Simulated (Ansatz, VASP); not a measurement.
**TeS2: VASP beside Ansatz**

```xyz
6
Lattice="-3.0974 3.0974 3.3715 3.0974 -3.0974 3.3715 3.0974 3.0974 -3.3715" Properties=species:S:1:pos:R:3 pbc="T T T"
Te    0.0000    0.0000    1.6858
Te    0.0000    0.0000    5.0573
S     1.0134    4.1109    0.0000
S     2.0840    1.0134    0.0000
S     2.0840   -1.0134    3.3715
S     1.0134    2.0840    3.3715
```

Alike in both runs: functional PBE; k mesh 4 × 4 × 4; occupations gaussian, width 0.1 eV; no spin polarisation.

Ansatz relaxed the structure, and its values are those at the end. VASP's run is a single point on that final structure, the one shown.

|  | VASP | Ansatz |
| --- | --- | --- |
| version | VASP 6.6.1 | Ansatz 0.2.0 |
| potentials or method | VASP PAW PBE potentials, release 64 (Te, S), cutoff 520 eV | scalar-relativistic, plane waves, PAW |
| valence electrons in the cell | 36 | 56 |

```csv
,VASP,Ansatz,Ansatz less VASP
gap on the k mesh at the Fermi level (eV),none,none,-
pressure (GPa),-0.2,0.0,+0.19
rms of the force components (eV/Å),0.011,0.005,-0.0059
```

A gap of «none» marks a metal or a gap that the smearing closes. VASP's potentials hold 36 valence electrons a cell and Ansatz's 56, so a difference there can come from the potentials and not from the codes.

Neither program's run includes spin-orbit coupling.
